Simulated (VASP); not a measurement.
# Sc3Al (Pm-3m) in VASP: a series of runs

Runs on Sc3Al. Level: r2SCAN. Tasks: single point.

All numbers are computed with VASP 6.6.1; they aren't measurements. Logs are shortened: lines on timing, memory, paths and dates and some standing lists are left out, and cuts for length are marked.

## (1) The cell of the first run

Symmetry: Pm-3m, No. 221, cubic system. The conventional cell has a = 4.242 Å, b = 4.242 Å, c = 4.242 Å, α = 90.00°, β = 90.00°, γ = 90.00°. Sc (site symmetry 4/mmm) has 8 Sc at 3.00 Å and 4 Al at 3.00 Å within 3.9 Å. Al (site symmetry m-3m) has 12 Sc at 3.00 Å within 3.9 Å.

## (2) Single point, r2SCAN (19.09 Å³/atom)

The input, POSCAR:

```
Sc3Al
1.0
    4.2422314746      0.0000000000      0.0000000000
    0.0000000000      4.2422314746      0.0000000000
    0.0000000000      0.0000000000      4.2422314746
Sc Al
3 1
Direct
    0.5000000000      0.0000000000      0.5000000000
    0.0000000000      0.5000000000      0.5000000000
    0.5000000000      0.5000000000      0.0000000000
    0.0000000000      0.0000000000      0.0000000000
```

The input, INCAR.step1:

```
ALGO = Normal
EDIFF = 1E-4
ENCUT = 520
GGA = PE
ISMEAR = 0
LASPH = True
LCHARG = False
LREAL = False
LWAVE = True
NBANDS = 26
NELM = 60
PREC = Accurate
SIGMA = 0.1
```

The input, INCAR.step2:

```
ALGO = Normal
EDIFF = 1E-7
ENCUT = 520
ISIF = 2
ISMEAR = 0
ISTART = 1
LASPH = True
LCHARG = True
LELF = True
LMIXTAU = True
LREAL = False
LVHAR = True
LWAVE = False
METAGGA = R2SCAN
NBANDS = 26
NELM = 60
PREC = Accurate
SIGMA = 0.1
```

The input, KPOINTS:

```
k-points
0
Gamma
  10 10 10
```

Potentials or basis: VASP PAW PBE potentials, release 64 (Sc_sv, Al).

Launch:

```console
> cat potpaw_PBE.64/Sc_sv/POTCAR potpaw_PBE.64/Al/POTCAR > POTCAR
> cp INCAR.step1 INCAR
> mpirun -np 1 vasp_std > vasp.out
> cp INCAR.step2 INCAR
> mpirun -np 1 vasp_std > vasp.out
```

OUTCAR:

```text
EDIFF = 1E-7
   ENCUT = 520
   ISIF = 2
   ISMEAR = 0
   ISTART = 1
   LASPH = True
   LREAL = False
   METAGGA = R2SCAN
   NELM = 60
   PREC = Accurate

 ion  position               nearest neighbor table
   1  0.500  0.000  0.500-   2 3.00   3 3.00   4 3.00   3 3.00   4 3.00   2 3.00   3 3.00   3 3.00
                             2 3.00   4 3.00   4 3.00   2 3.00
   2  0.000  0.500  0.500-   1 3.00   3 3.00   4 3.00   3 3.00   4 3.00   1 3.00   4 3.00   4 3.00
                             1 3.00   3 3.00   3 3.00   1 3.00
   3  0.500  0.500  0.000-   1 3.00   2 3.00   4 3.00   1 3.00   2 3.00   1 3.00   4 3.00   1 3.00
                             2 3.00   4 3.00   2 3.00   4 3.00
   4  0.000  0.000  0.000-   1 3.00   2 3.00   3 3.00   1 3.00   2 3.00   2 3.00   3 3.00   2 3.00
                             1 3.00   3 3.00   1 3.00   3 3.00

  LATTYP: Found a simple cubic cell.
 ALAT       =     4.2422314746

  Lattice vectors:

 A1 = (   4.2422314746,   0.0000000000,   0.0000000000)
 A2 = (   0.0000000000,   4.2422314746,   0.0000000000)
 A3 = (   0.0000000000,   0.0000000000,   4.2422314746)

Analysis of symmetry for initial positions (statically):
=====================================================================
 Subroutine PRICEL returns:
 Original cell was already a primitive cell.

 Routine SETGRP: Setting up the symmetry group for a
 simple cubic supercell.

 Subroutine GETGRP returns: Found 48 space group operations
 (whereof 48 operations were pure point group operations)
 out of a pool of 48 trial point group operations.

The static configuration has the point symmetry O_h .

Analysis of symmetry for dynamics (positions and initial velocities):
=====================================================================
 Subroutine PRICEL returns:
 Original cell was already a primitive cell.

 Routine SETGRP: Setting up the symmetry group for a
 simple cubic supercell.

 Subroutine GETGRP returns: Found 48 space group operations
 (whereof 48 operations were pure point group operations)
 out of a pool of 48 trial point group operations.

The dynamic configuration has the point symmetry O_h .

 Subroutine INISYM returns: Found 48 space group operations
 (whereof 48 operations are pure point group operations),
 and found     1 'primitive' translations

----------------------------------------------------------------------------------------

                                     Primitive cell

  volume of cell :      76.3454

  direct lattice vectors                    reciprocal lattice vectors
     4.242231475  0.000000000  0.000000000     0.235724997  0.000000000  0.000000000
     0.000000000  4.242231475  0.000000000     0.000000000  0.235724997  0.000000000
     0.000000000  0.000000000  4.242231475     0.000000000  0.000000000  0.235724997

  length of vectors
     4.242231475  4.242231475  4.242231475     0.235724997  0.235724997  0.235724997

  position of ions in fractional coordinates (direct lattice)
     0.500000000  0.000000000  0.500000000
     0.000000000  0.500000000  0.500000000
     0.500000000  0.500000000  0.000000000
     0.000000000  0.000000000  0.000000000

  ion indices of the primitive-cell ions
   primitive index   ion index
                 1           1
                 2           2
                 3           3
                 4           4

----------------------------------------------------------------------------------------

 KPOINTS: k-points

Automatic generation of k-mesh.
 Grid dimensions read from file:
 generate k-points for:   10   10   10

 Generating k-lattice:

  Cartesian coordinates                     Fractional coordinates (reciprocal lattice)
     0.023572500  0.000000000  0.000000000     0.100000000  0.000000000  0.000000000
     0.000000000  0.023572500  0.000000000     0.000000000  0.100000000  0.000000000
     0.000000000  0.000000000  0.023572500     0.000000000  0.000000000  0.100000000

  Length of vectors
     0.023572500  0.023572500  0.023572500

  Shift w.r.t. Gamma in fractional coordinates (k-lattice)
     0.000000000  0.000000000  0.000000000

 Subroutine IBZKPT returns following result:
 ===========================================

 Found     56 irreducible k-points:

 Following reciprocal coordinates:
            Coordinates               Weight
  0.000000  0.000000  0.000000      1.000000
  0.100000  0.000000  0.000000      6.000000
  0.200000  0.000000  0.000000      6.000000
  0.300000  0.000000  0.000000      6.000000
  0.400000  0.000000  0.000000      6.000000
  0.500000  0.000000  0.000000      3.000000
[... 16 lines left out ...]
  0.200000  0.100000  0.100000     24.000000
  0.300000  0.100000  0.100000     24.000000
 [... further k-points ...]
   k-points           NKPTS =     56   k-points in BZ     NKDIM =     56   number of bands    NBANDS=     26
   number of dos      NEDOS =    301   number of ions     NIONS =      4
   total plane-waves  NPLWV =  32768
   dimension x,y,z NGX =    32 NGY =   32 NGZ =   32
   dimension x,y,z NGXF=    64 NGYF=   64 NGZF=   64
   ions per type =               3   1
   NGX,Y,Z   is equivalent  to a cutoff of  12.54, 12.54, 12.54 a.u.
   NGXF,Y,Z  is equivalent  to a cutoff of  25.08, 25.08, 25.08 a.u.
 SYSTEM =  unknown system
   PREC   = accura    normal or accurate (medium, high low for compatibility)
   ISTART =      1    job   : 0-new  1-cont  2-samecut
   ICHARG =      0    charge: 1-file 2-atom 10-const
   ISPIN  =      1    spin polarized calculation?
   LNONCOLLINEAR =      F non collinear calculations
   LSORBIT =      F    spin-orbit coupling
   LASPH  =      T    aspherical Exc in radial PAW
   ENCUT  =  520.0 eV  38.22 Ry    6.18 a.u.   7.89  7.89  7.89*2*pi/ulx,y,z
   NELM   =     60;   NELMIN=  2; NELMDL=  0     # of ELM steps
   EDIFF  = 0.1E-06   stopping-criterion for ELM
   LREAL  =      F    real-space projection
   EDIFFG = 0.1E-05   stopping-criterion for IOM
   NSW    =      0    number of steps for IOM
   IBRION =     -1    ionic relax: 0-MD 1-quasi-New 2-CG
   NFREE  =      0    steps in history (QN), initial steepest desc. (CG)
   ISIF   =      2    stress and relaxation
   ISYM   =      2    0-nonsym 1-usesym 2-fastsym
   POTIM  = 0.5000    time-step for ionic-motion
   TEBEG  =    0.0;   TEEND  =   0.0 temperature during run
   PSTRESS=    0.0 pullay stress
   NELECT =      36.0000    total number of electrons
   NUPDOWN=      -1.0000    fix difference up-down
   EMIN   =  10.00;   EMAX   =-10.00  energy-range for DOS
   EFERMI =   0.00;   METHOD = LEGACY
   ISMEAR =     0;   SIGMA  =   0.10  broadening in eV -4-tet -1-fermi 0-gaus
   EFERMI_NEDOS =   21; number of points for ismear=-14 and -15
   IALGO  =     38    algorithm
   IMIX   =      4    mixing-type and parameters
     AMIX     =   0.40;   BMIX     =  1.00
     AMIX_MAG =   1.60;   BMIX_MAG =  1.00
  volume/ion in A,a.u.               =      19.09       128.80
  Fermi-wavevector in a.u.,A,eV,Ry     =   1.274230  2.407946 22.091279  1.623663
  Thomas-Fermi vector in A             =   2.407010
   LORBIT       =      0    0 simple, 1 ext, 2 COOP (PROOUT), +10 PAW based schemes
   METAGGA = R2SCAN    functional components
   LHFCALC =     F    Hartree Fock is set to
   AEXX    =    0.0000 exact exchange contribution
   IVDW    =     0    specifies the selected vdW correction
   LEPSILON=     F    determine dielectric tensor
   LRPA    =     F    only Hartree local field effects (RPA)
 non-spin polarized calculation
 Gauss-broadening in eV      SIGMA  =   0.10
  energy-cutoff  :      520.00
  volume of cell :       76.35
 maximum number of plane-waves:      2103
 NGX is ok and might be reduce to    32
   NGX = 15   NGY = 15   NGZ = 15

 number of electron      36.0000020 magnetization

 Free energy of the ion-electron system (eV)
  ---------------------------------------------------
  ext. energy  EPLUGINS =         0.00000000
  ---------------------------------------------------
  free energy    TOTEN  =       -41.54960471 eV

  energy without entropy =      -41.52613748  energy(sigma->0) =      -41.53787109

 E-fermi :   5.7416     XC(G=0): -11.3826

 val. band max:        5.7404504313   @ k =   0.4000   0.1000   0.0000
 cond. band min:       5.7462453246   @ k =   0.4000   0.3000   0.1000
 fundamental gap:      0.0057948933
 Fermi energy:         5.7415759096

 k-point     1 :       0.0000    0.0000    0.0000
  band No.  band energies     occupation
      1     -45.5388      2.00000
      2     -45.3667      2.00000
      3     -45.3667      2.00000
      4     -23.4904      2.00000
      5     -23.4904      2.00000
      6     -23.4904      2.00000
[... 18 lines left out ...]
     25       8.5286      0.00000
     26       9.9574      0.00000

 k-point     2 :       0.1000    0.0000    0.0000
  band No.  band energies     occupation
      1     -45.5351      2.00000
      2     -45.3704      2.00000
      3     -45.3666      2.00000
      4     -23.4818      2.00000
      5     -23.4818      2.00000
      6     -23.4779      2.00000
[... 18 lines left out ...]
     25       8.6667      0.00000
     26       9.8323      0.00000

 k-point     3 :       0.2000    0.0000    0.0000
  band No.  band energies     occupation
      1     -45.5243      2.00000
      2     -45.3810      2.00000
      3     -45.3664      2.00000
      4     -23.4580      2.00000
      5     -23.4580      2.00000
      6     -23.4412      2.00000
[... 572 lines left out ...]
 k-point    23 :       0.2000    0.1000    0.1000
  band No.  band energies     occupation
      1     -45.5175      2.00000
      2     -45.3822      2.00000
      3     -45.3718      2.00000
      4     -23.4965      2.00000
      5     -23.4204      2.00000
      6     -23.3922      2.00000
[... 18 lines left out ...]
     25       8.8854      0.00000
     26       9.4079      0.00000

 k-point    24 :       0.3000    0.1000    0.1000
  band No.  band energies     occupation
      1     -45.5020      2.00000
      2     -45.3975      2.00000
      3     -45.3716      2.00000
      4     -23.4746      2.00000
      5     -23.3868      2.00000
      6     -23.3341      2.00000
[... 18 lines left out ...]
     25       8.8558      0.00000
     26       9.2575      0.00000

 [... further k-points ...]

------------------------ aborting loop because EDIFF is reached ----------------------------------------

  FORCE on cell =-STRESS in cart. coord.  units (eV):
  Direction    XX          YY          ZZ          XY          YZ          ZX
  --------------------------------------------------------------------------------------
  -------------------------------------------------------------------------------------
  Total        5.1300834      5.1300834      5.1300834     -0.0000000     -0.0000000      0.0000000
  in kB      107.6593926    107.6593926    107.6593926     -0.0000000     -0.0000000      0.0000000
  external PRESSURE =     107.6593926 kB  Pullay stress =       0.0000000 kB

 VOLUME and BASIS-vectors are now :
 -----------------------------------------------------------------------------
  energy-cutoff  :      520.00
  volume of cell :       76.35
      direct lattice vectors                 reciprocal lattice vectors
     4.242231475  0.000000000  0.000000000     0.235724997  0.000000000  0.000000000
     0.000000000  4.242231475  0.000000000     0.000000000  0.235724997  0.000000000
     0.000000000  0.000000000  4.242231475     0.000000000  0.000000000  0.235724997

 POSITION                                       TOTAL-FORCE (eV/Angst)
 -----------------------------------------------------------------------------------
      2.12112      0.00000      2.12112         0.000000      0.000000      0.000000
      0.00000      2.12112      2.12112         0.000000      0.000000      0.000000
      2.12112      2.12112      0.00000         0.000000      0.000000      0.000000
      0.00000      0.00000      0.00000         0.000000      0.000000      0.000000
 -----------------------------------------------------------------------------------
    total drift:                                0.000000     -0.000000     -0.000000

  FREE ENERGIE OF THE ION-ELECTRON SYSTEM (eV)
  ---------------------------------------------------
  free  energy   TOTEN  =       -41.5496047053 eV

  energy  without entropy=      -41.5261374793  energy(sigma->0) =      -41.53787109
```

It took 2 min on 1 thread of Intel Xeon 6975P-C (Granite Rapids), shared host; peak memory 0.25 GiB.

Results:

```yaml
Free_energy: -41.5496 eV
Pressure: 10.8 GPa
Band_gap_on_the_k_mesh: zero (bands 18 and 19 overlap by 1.62 eV)
```

Levels at points of the mesh, in eV from the Fermi level:
```tsv
k point	band 15	band 16	band 17	band 18	band 19	band 20	band 21	band 22
(0.00, 0.00, 0.00)	-1.28	-1.28	-0.58	-0.58	-0.58	0.76	0.76	0.76
(0.50, 0.00, 0.00)	-1.76	-1.04	-1.04	0.08	0.11	1.06	1.06	1.73
(0.50, 0.50, 0.00)	-3.18	-1.58	-1.28	0.28	0.55	0.55	1.31	1.31
(0.50, 0.50, 0.50)	-1.63	-1.63	-1.35	-1.35	-1.35	0.62	1.77	1.77
```

Caveat: the cell stands under pressure; the PAW data sets were made with another functional, which shifts forces and pressure a little.

[end of part 1 of 2]
